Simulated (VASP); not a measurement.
# TiSi2 (Immm) in VASP: a series of runs

Runs on TiSi2. Level: LDA. Tasks: single point.

All numbers are computed with VASP 6.6.1; they aren't measurements. Logs are shortened: lines on timing, memory, paths and dates and some standing lists are left out, and cuts for length are marked.

## Step 1: The cell of the first run

Symmetry: Immm, No. 71, orthorhombic system. The conventional cell has a = 2.856 Å, b = 3.309 Å, c = 8.125 Å, α = 90.00°, β = 90.00°, γ = 90.00°. Ti (site symmetry mmm) has 10 Si at 2.54 to 2.66 Å and 4 Ti at 2.86 to 3.31 Å within 3.4 Å. Si (site symmetry mm2) has 9 Si at 2.41 to 3.31 Å and 5 Ti at 2.54 to 2.66 Å within 3.4 Å.

## Step 2: Single point, LDA (atoms shifted along a free coordinate)

The input, INCAR:

```
SYSTEM = TiSi2
PREC = Accurate
ENCUT = 520
EDIFF = 1E-6
ISMEAR = 0
SIGMA = 0.15
LREAL = .False.
LASPH = .True.
NELM = 100
ALGO = Normal
ISIF = 2
LWAVE = .False.
LCHARG = .False.
NBANDS = 17
```

The input, KPOINTS:

```
regular mesh
0
Gamma
  18 18 18
  0 0 0
```

The input, POSCAR:

```
TiSi2
1.0
   -1.4277517468      1.6546906668      4.0625611948
    1.4277517468     -1.6546906668      4.0625611948
    1.4277517468      1.6546906668     -4.0625611948
Ti Si
1 2
Direct
    0.0000000000      0.0000000000      0.0000000000
    0.3128021428      0.3128021428      0.0000000000
    0.6871978572      0.6871978572      0.0000000000
```

Potentials or basis: VASP PAW LDA potentials, release 64 (Ti_sv, Si).

On the command line:

```console
$ cat potpaw_LDA.64/Ti_sv/POTCAR potpaw_LDA.64/Si/POTCAR > POTCAR
$ mpirun -np 1 vasp_std > vasp.out
```

OUTCAR:

```text
SYSTEM = TiSi2
   PREC = Accurate
   ENCUT = 520
   EDIFF = 1E-6
   ISMEAR = 0
   LREAL = .False.
   LASPH = .True.
   NELM = 100
   ISIF = 2

 ion  position               nearest neighbor table
   1  0.000  0.000  0.000-   2 2.54   3 2.54   3 2.66   2 2.66   3 2.66   3 2.66   3 2.66   2 2.66
                             2 2.66   2 2.66
   2  0.313  0.313  0.000-   3 2.41   3 2.41   3 2.41   3 2.41   1 2.54   1 2.66   1 2.66   1 2.66
                             1 2.66   3 3.04
   3  0.687  0.687  0.000-   2 2.41   2 2.41   2 2.41   2 2.41   1 2.54   1 2.66   1 2.66   1 2.66
                             1 2.66   2 3.04

  LATTYP: Found a body centered orthorhombic cell.
 ALAT       =     2.8555034936
 B/A-ratio  =     1.1589484450
 C/A-ratio  =     2.8454254767

  Lattice vectors:

 A1 = (  -1.4277517468,   1.6546906668,   4.0625611948)
 A2 = (   1.4277517468,  -1.6546906668,   4.0625611948)
 A3 = (   1.4277517468,   1.6546906668,  -4.0625611948)

Analysis of symmetry for initial positions (statically):
=====================================================================
 Subroutine PRICEL returns:
 Original cell was already a primitive cell.

 Routine SETGRP: Setting up the symmetry group for a
 body centered orthorhombic supercell.

 Subroutine GETGRP returns: Found  8 space group operations
 (whereof  8 operations were pure point group operations)
 out of a pool of  8 trial point group operations.

The static configuration has the point symmetry D_2h.

Analysis of symmetry for dynamics (positions and initial velocities):
=====================================================================
 Subroutine PRICEL returns:
 Original cell was already a primitive cell.

 Routine SETGRP: Setting up the symmetry group for a
 body centered orthorhombic supercell.

 Subroutine GETGRP returns: Found  8 space group operations
 (whereof  8 operations were pure point group operations)
 out of a pool of  8 trial point group operations.

The dynamic configuration has the point symmetry D_2h.

 Subroutine INISYM returns: Found  8 space group operations
 (whereof  8 operations are pure point group operations),
 and found     1 'primitive' translations

----------------------------------------------------------------------------------------

                                     Primitive cell

  volume of cell :      38.3910

  direct lattice vectors                    reciprocal lattice vectors
    -1.427751747  1.654690667  4.062561195     0.000000000  0.302171282  0.123075069
     1.427751747 -1.654690667  4.062561195     0.350200937  0.000000000  0.123075069
     1.427751747  1.654690667 -4.062561195     0.350200937  0.302171282  0.000000000

  length of vectors
     4.613120388  4.613120388  4.613120388     0.326274357  0.371198288  0.462545328

  position of ions in fractional coordinates (direct lattice)
     0.000000000  0.000000000  0.000000000
     0.312802143  0.312802143  0.000000000
     0.687197857  0.687197857  0.000000000

  ion indices of the primitive-cell ions
   primitive index   ion index
                 1           1
                 2           2
                 3           3

----------------------------------------------------------------------------------------

 KPOINTS: regular mesh

Automatic generation of k-mesh.
 Grid dimensions read from file:
 generate k-points for:   18   18   18

 Generating k-lattice:

  Cartesian coordinates                     Fractional coordinates (reciprocal lattice)
     0.000000000  0.016787293  0.006837504     0.055555556  0.000000000 -0.000000000
     0.019455608  0.000000000  0.006837504     0.000000000  0.055555556 -0.000000000
     0.019455608  0.016787293  0.000000000     0.000000000  0.000000000  0.055555556

  Length of vectors
     0.018126353  0.020622127  0.025696963

  Shift w.r.t. Gamma in fractional coordinates (k-lattice)
     0.000000000  0.000000000  0.000000000

 Subroutine IBZKPT returns following result:
 ===========================================

 Found    865 irreducible k-points:

 Following reciprocal coordinates:
            Coordinates               Weight
  0.000000  0.000000  0.000000      1.000000
  0.055556 -0.000000  0.000000      4.000000
  0.111111 -0.000000  0.000000      4.000000
  0.166667  0.000000  0.000000      4.000000
  0.222222  0.000000 -0.000000      4.000000
  0.277778  0.000000  0.000000      4.000000
[... 16 lines left out ...]
 -0.333333  0.055556  0.000000      8.000000
 -0.277778  0.055556  0.000000      8.000000
 [... further k-points ...]
   k-points           NKPTS =    865   k-points in BZ     NKDIM =    865   number of bands    NBANDS=     17
   number of dos      NEDOS =    301   number of ions     NIONS =      3
   total plane-waves  NPLWV =  46656
   dimension x,y,z NGX =    36 NGY =   36 NGZ =   36
   dimension x,y,z NGXF=    72 NGYF=   72 NGZF=   72
   ions per type =               1   2
   NGX,Y,Z   is equivalent  to a cutoff of  12.97, 12.97, 12.97 a.u.
   NGXF,Y,Z  is equivalent  to a cutoff of  25.95, 25.95, 25.95 a.u.
 SYSTEM =  TiSi2
   PREC   = accura    normal or accurate (medium, high low for compatibility)
   ISTART =      0    job   : 0-new  1-cont  2-samecut
   ICHARG =      2    charge: 1-file 2-atom 10-const
   ISPIN  =      1    spin polarized calculation?
   LNONCOLLINEAR =      F non collinear calculations
   LSORBIT =      F    spin-orbit coupling
   LASPH  =      T    aspherical Exc in radial PAW
   ENCUT  =  520.0 eV  38.22 Ry    6.18 a.u.   8.58  8.58  8.58*2*pi/ulx,y,z
   NELM   =    100;   NELMIN=  2; NELMDL= -5     # of ELM steps
   EDIFF  = 0.1E-05   stopping-criterion for ELM
   LREAL  =      F    real-space projection
   EDIFFG = 0.1E-04   stopping-criterion for IOM
   NSW    =      0    number of steps for IOM
   IBRION =     -1    ionic relax: 0-MD 1-quasi-New 2-CG
   NFREE  =      0    steps in history (QN), initial steepest desc. (CG)
   ISIF   =      2    stress and relaxation
   ISYM   =      2    0-nonsym 1-usesym 2-fastsym
   POTIM  = 0.5000    time-step for ionic-motion
   TEBEG  =    0.0;   TEEND  =   0.0 temperature during run
   PSTRESS=    0.0 pullay stress
   NELECT =      20.0000    total number of electrons
   NUPDOWN=      -1.0000    fix difference up-down
   EMIN   =  10.00;   EMAX   =-10.00  energy-range for DOS
   EFERMI =   0.00;   METHOD = LEGACY
   ISMEAR =     0;   SIGMA  =   0.15  broadening in eV -4-tet -1-fermi 0-gaus
   EFERMI_NEDOS =   21; number of points for ismear=-14 and -15
   IALGO  =     38    algorithm
   IMIX   =      4    mixing-type and parameters
     AMIX     =   0.40;   BMIX     =  1.00
     AMIX_MAG =   1.60;   BMIX_MAG =  1.00
  volume/ion in A,a.u.               =      12.80        86.36
  Fermi-wavevector in a.u.,A,eV,Ry     =   1.317271  2.489281 23.608857  1.735202
  Thomas-Fermi vector in A             =   2.447324
   LORBIT       =      0    0 simple, 1 ext, 2 COOP (PROOUT), +10 PAW based schemes
   GGA     = CA    functional components
   LHFCALC =     F    Hartree Fock is set to
   AEXX    =    0.0000 exact exchange contribution
   IVDW    =     0    specifies the selected vdW correction
   LEPSILON=     F    determine dielectric tensor
   LRPA    =     F    only Hartree local field effects (RPA)
 non-spin polarized calculation
 Gauss-broadening in eV      SIGMA  =   0.15
  energy-cutoff  :      520.00
  volume of cell :       38.39
 maximum number of plane-waves:      1054
   NGX = 17   NGY = 17   NGZ = 17

 number of electron      20.0000001 magnetization

 Free energy of the ion-electron system (eV)
  ---------------------------------------------------
  ext. energy  EPLUGINS =         0.00000000
  ---------------------------------------------------
  free energy    TOTEN  =       -21.64119585 eV

  energy without entropy =      -21.62203504  energy(sigma->0) =      -21.63161545

 E-fermi :  11.2883     XC(G=0): -12.2859

 val. band max:       11.2881507371   @ k =  -0.1111   0.3333   0.0000
 cond. band min:      11.2896628778   @ k =   0.4444  -0.4444   0.0556
 fundamental gap:      0.0015121406
 Fermi energy:        11.2883311853

 k-point     1 :       0.0000    0.0000    0.0000
  band No.  band energies     occupation
      1     -44.1455      2.00000
      2     -20.9045      2.00000
      3     -20.8378      2.00000
      4     -20.5570      2.00000
      5      -2.3612      2.00000
      6       6.7594      2.00000
[... 9 lines left out ...]
     16      16.7537      0.00000
     17      16.8420      0.00000

 k-point     2 :       0.0556   -0.0000    0.0000
  band No.  band energies     occupation
      1     -44.1452      2.00000
      2     -20.9043      2.00000
      3     -20.8420      2.00000
      4     -20.5567      2.00000
      5      -2.3132      2.00000
      6       6.5929      2.00000
[... 9 lines left out ...]
     16      16.7242      0.00000
     17      16.9197      0.00000

 k-point     3 :       0.1111   -0.0000    0.0000
  band No.  band energies     occupation
      1     -44.1443      2.00000
      2     -20.9035      2.00000
      3     -20.8542      2.00000
      4     -20.5559      2.00000
      5      -2.1698      2.00000
      6       6.2363      2.00000
[... 9 lines left out ...]
     16      16.6559      0.00000
     17      17.1433      0.00000

 k-point     4 :       0.1667    0.0000    0.0000
  band No.  band energies     occupation
      1     -44.1428      2.00000
      2     -20.9023      2.00000
      3     -20.8727      2.00000
      4     -20.5546      2.00000
      5      -1.9335      2.00000
      6       5.7088      2.00000
[... 9 lines left out ...]
     16      16.6884      0.00000
     17      17.5132      0.00000

 k-point     5 :       0.2222    0.0000   -0.0000
  band No.  band energies     occupation
      1     -44.1411      2.00000
      2     -20.9015      2.00000
      3     -20.8947      2.00000
      4     -20.5531      2.00000
      5      -1.6080      2.00000
      6       5.0150      2.00000
[... 9 lines left out ...]
     16      17.4067      0.00000
     17      18.1734      0.00000

 k-point     6 :       0.2778    0.0000    0.0000
  band No.  band energies     occupation
      1     -44.1392      2.00000
      2     -20.9198      2.00000
      3     -20.8988      2.00000
      4     -20.5514      2.00000
      5      -1.1985      2.00000
      6       4.2354      2.00000
[... 9 lines left out ...]
     16      17.9050      0.00000
     17      19.2787      0.00000

 k-point     7 :       0.3333    0.0000    0.0000
  band No.  band energies     occupation
      1     -44.1375      2.00000
      2     -20.9421      2.00000
      3     -20.8974      2.00000
      4     -20.5499      2.00000
      5      -0.7110      2.00000
      6       3.4338      2.00000
[... 9 lines left out ...]
     16      18.2601      0.00000
     17      19.1651      0.00000

 k-point     8 :       0.3889   -0.0000    0.0000
  band No.  band energies     occupation
      1     -44.1360      2.00000
      2     -20.9604      2.00000
      3     -20.8961      2.00000
      4     -20.5486      2.00000
      5      -0.1527      2.00000
      6       2.6426      2.00000
[... 9 lines left out ...]
     16      18.4999      0.00000
     17      18.6122      0.00000
[... 203 lines left out ...]
      1     -44.1334      2.00000
      2     -20.9701      2.00000
      3     -20.8938      2.00000
      4     -20.5619      2.00000
      5       0.5729      2.00000
      6       1.8833      2.00000
[... 9 lines left out ...]
     16      17.6163      0.00000
     17      18.8422      0.00000

 k-point    20 :       0.5000    0.0556   -0.0000
  band No.  band energies     occupation
      1     -44.1331      2.00000
      2     -20.9742      2.00000
      3     -20.8932      2.00000
      4     -20.5616      2.00000
      5       1.1161      2.00000
      6       1.2856      2.00000
[... 9 lines left out ...]
     16      17.4835      0.00000
     17      18.9064      0.00000

 k-point    21 :      -0.4444    0.0556    0.0000
  band No.  band energies     occupation
      1     -44.1334      2.00000
      2     -20.9701      2.00000
      3     -20.8932      2.00000
      4     -20.5619      2.00000
      5       0.4686      2.00000
      6       1.9744      2.00000
[... 9 lines left out ...]
     16      17.5874      0.00000
     17      19.3285      0.00000

 k-point    22 :      -0.3889    0.0556   -0.0000
  band No.  band energies     occupation
      1     -44.1344      2.00000
      2     -20.9582      2.00000
      3     -20.8938      2.00000
      4     -20.5628      2.00000
      5      -0.1516      2.00000
      6       2.7337      2.00000
[... 9 lines left out ...]
     16      17.9494      0.00000
     17      19.4819      0.00000

 k-point    23 :      -0.3333    0.0556    0.0000
  band No.  band energies     occupation
      1     -44.1358      2.00000
      2     -20.9401      2.00000
      3     -20.8949      2.00000
      4     -20.5641      2.00000
      5      -0.7066      2.00000
      6       3.5261      2.00000
[... 9 lines left out ...]
     16      18.4583      0.00000
     17      19.2571      0.00000

 k-point    24 :      -0.2778    0.0556    0.0000
  band No.  band energies     occupation
      1     -44.1376      2.00000
      2     -20.9177      2.00000
      3     -20.8963      2.00000
      4     -20.5657      2.00000
      5      -1.1882      2.00000
      6       4.3397      2.00000
[... 9 lines left out ...]
     16      18.6577      0.00000
     17      19.1006      0.00000

 [... further k-points ...]

------------------------ aborting loop because EDIFF is reached ----------------------------------------

  FORCE on cell =-STRESS in cart. coord.  units (eV):
  Direction    XX          YY          ZZ          XY          YZ          ZX
  --------------------------------------------------------------------------------------
  -------------------------------------------------------------------------------------
  Total        2.9028846      2.0113745      3.6750609      0.0000000      0.0000000      0.0000000
  in kB      121.1465142     83.9409909    153.3718661      0.0000000      0.0000000      0.0000000
  external PRESSURE =     119.4864571 kB  Pullay stress =       0.0000000 kB

 VOLUME and BASIS-vectors are now :
 -----------------------------------------------------------------------------
  energy-cutoff  :      520.00
  volume of cell :       38.39
      direct lattice vectors                 reciprocal lattice vectors
    -1.427751747  1.654690667  4.062561195     0.000000000  0.302171282  0.123075069
     1.427751747 -1.654690667  4.062561195     0.350200937  0.000000000  0.123075069
     1.427751747  1.654690667 -4.062561195     0.350200937  0.302171282  0.000000000

 POSITION                                       TOTAL-FORCE (eV/Angst)
 -----------------------------------------------------------------------------------
      0.00000      0.00000      0.00000        -0.000000     -0.000000      0.000000
      0.00000      0.00000      2.54156         0.000000      0.000000      1.754483
      0.00000      0.00000      5.58357        -0.000000     -0.000000     -1.754483
 -----------------------------------------------------------------------------------
    total drift:                               -0.000000     -0.000000     -0.000000

  FREE ENERGIE OF THE ION-ELECTRON SYSTEM (eV)
  ---------------------------------------------------
  free  energy   TOTEN  =       -21.6411958495 eV

  energy  without entropy=      -21.6220350421  energy(sigma->0) =      -21.63161545
```

It took 21 min on 1 thread of Intel Xeon 8259CL, shared host; peak memory 0.62 GiB.

What came out:

```yaml
Free_energy: -21.6412 eV
Pressure: 11.9 GPa
Largest_force: 1.754 eV/Å
Band_gap_on_the_k_mesh: zero (bands 10 and 11 overlap by 2.28 eV)
```

Forces on the atoms (eV/Å):
```
Ti   0.000  0.000  0.000
Si   0.000  0.000  1.754
Si   0.000  0.000 -1.754
```

Caveat: the cell differs from its parent crystal (atoms shifted along a free coordinate); the cell stands under pressure; forces of over 1 eV/Å act on the atoms, so gaps and moduli don't describe the material at rest.

## Step 3: Single point, LDA (atoms shifted along a free coordinate)

The input, INCAR:

```
SYSTEM = TiSi2
PREC = Accurate ; ENCUT = 520
EDIFF = 1E-6 ; ISMEAR = 0
SIGMA = 0.15 ; LREAL = .FALSE.
LASPH = .TRUE. ; NELM = 100
ALGO = Normal ; ISIF = 2
LWAVE = .FALSE. ; LCHARG = .FALSE.
NBANDS = 17
```

The input, KPOINTS:

```
Automatic mesh
0
G
  18 18 18
  0 0 0
```

The input, POSCAR:

```
TiSi2
1.0
   -1.4277517468      1.6546906668      4.0625611948
    1.4277517468     -1.6546906668      4.0625611948
    1.4277517468      1.6546906668     -4.0625611948
Ti Si
1 2
Direct
    0.0000000000      0.0000000000      0.0000000000
    0.3490558154      0.3490558154      0.0000000000
    0.6509441846      0.6509441846      0.0000000000
```

Potentials or basis: VASP PAW LDA potentials, release 64 (Ti_sv, Si).

On the command line:

```console
$ cat potpaw_LDA.64/Ti_sv/POTCAR potpaw_LDA.64/Si/POTCAR > POTCAR
$ mpirun -np 1 vasp_std > vasp.out
```

Run time: 21 min. Hardware: 1 thread of Intel Xeon 8259CL, shared host; peak memory 0.62 GiB.

The run converged. Its results:

| Property | Result |
| --- | --- |
| Free energy | -21.5975 eV |
| Pressure | 14.5 GPa |
| Largest force | 1.977 eV/Å |
| Band gap on the k mesh | zero (bands 10 and 11 overlap by 2.88 eV) |

Forces on the atoms (eV/Å):
```
Ti   0.000  0.000  0.000
Si   0.000  0.000 -1.977
Si   0.000  0.000  1.977
```

Stress tensor (GPa, compression positive):
```
12.78  0.00  0.00
 0.00 18.02  0.00
 0.00  0.00 12.56
```

Levels at points of the mesh, in eV from the Fermi level:
```tsv
k point	band 7	band 8	band 9	band 10	band 11	band 12	band 13	band 14
(0.00, 0.00, 0.00)	-3.82	-1.69	-1.03	1.18	2.50	2.74	3.25	4.47
(0.50, 0.00, 0.00)	-4.51	-4.09	-0.67	0.56	2.33	2.81	3.74	4.18
(0.00, 0.50, 0.00)	-4.00	-3.88	-1.56	-0.35	1.12	3.69	3.99	4.09
(0.50, 0.50, 0.00)	-4.73	-3.76	-2.54	-1.59	-1.14	3.29	3.99	4.12
(0.50, 0.50, 0.50)	-1.51	-0.54	0.04	0.43	2.21	2.56	3.28	4.43
```

Caveat: the cell differs from its parent crystal (atoms shifted along a free coordinate); the cell stands under pressure; forces of over 1 eV/Å act on the atoms, so gaps and moduli don't describe the material at rest.

## Step 4: Single point, LDA (atoms shifted along a free coordinate)

The input, INCAR:

```
SYSTEM = TiSi2
  ALGO = Normal
  EDIFF = 1E-6
  ENCUT = 520
  ISIF = 2
  ISMEAR = 0
  LASPH = .True.
  LCHARG = .False.
  LREAL = .False.
  LWAVE = .False.
  NBANDS = 17
  NELM = 100
  PREC = Accurate
  SIGMA = 0.15
```

The input, KPOINTS:

```
k-points
0
Gamma
  18 18 18
  0 0 0
```

The input, POSCAR:

```
TiSi2
1.0
   -1.4277517468      1.6546906668      4.0625611948
    1.4277517468     -1.6546906668      4.0625611948
    1.4277517468      1.6546906668     -4.0625611948
Ti Si
1 2
Direct
    0.0000000000      0.0000000000      0.0000000000
    0.3188444216      0.3188444216      0.0000000000
    0.6811555784      0.6811555784      0.0000000000
```

On the command line:

```console
$ cat potpaw_LDA.64/Ti_sv/POTCAR potpaw_LDA.64/Si/POTCAR > POTCAR
$ mpirun -np 1 vasp_std > vasp.out
```

Wall time 23 min (1 thread of Intel Xeon 8259CL, shared host); peak memory 0.62 GiB.

It converged, with:

| Item | Value |
| --- | --- |
| Free energy | -21.7836 eV |
| Pressure | 10.5 GPa |
| Largest force | 1.145 eV/Å |
| Band gap on the k mesh | zero (bands 10 and 11 overlap by 2.36 eV) |

Forces on the atoms (eV/Å):
```
Ti   0.000  0.000  0.000
Si   0.000  0.000  1.145
Si   0.000  0.000 -1.145
```

Stress tensor (GPa, compression positive):
```
10.35  0.00  0.00
 0.00  8.15  0.00
 0.00  0.00 13.10
```

Levels at points of the mesh, in eV from the Fermi level:
```csv
k point,band 6,band 7,band 8,band 9,band 10,band 11,band 12,band 13,band 14,band 15
"(0.00, 0.00, 0.00)",-4.72,-4.00,-2.68,-0.68,0.53,1.79,2.68,3.99,4.19,4.27
"(0.50, 0.00, 0.00)",-9.90,-4.30,-3.79,-0.82,1.14,2.12,2.90,4.02,4.78,5.41
"(0.00, 0.50, 0.00)",-8.69,-3.45,-3.34,-0.89,-0.61,0.90,2.46,3.68,4.82,5.02
"(0.50, 0.50, 0.00)",-6.16,-5.76,-4.92,-3.27,-1.41,-0.16,2.79,3.24,3.25,3.95
"(0.50, 0.50, 0.50)",-8.72,-1.72,-1.61,-0.74,0.52,2.11,2.31,2.76,4.11,4.31
```

Caveat: the cell differs from its parent crystal (atoms shifted along a free coordinate); the cell stands under pressure; forces of over 1 eV/Å act on the atoms, so gaps and moduli don't describe the material at rest.

[end of part 1 of 2]
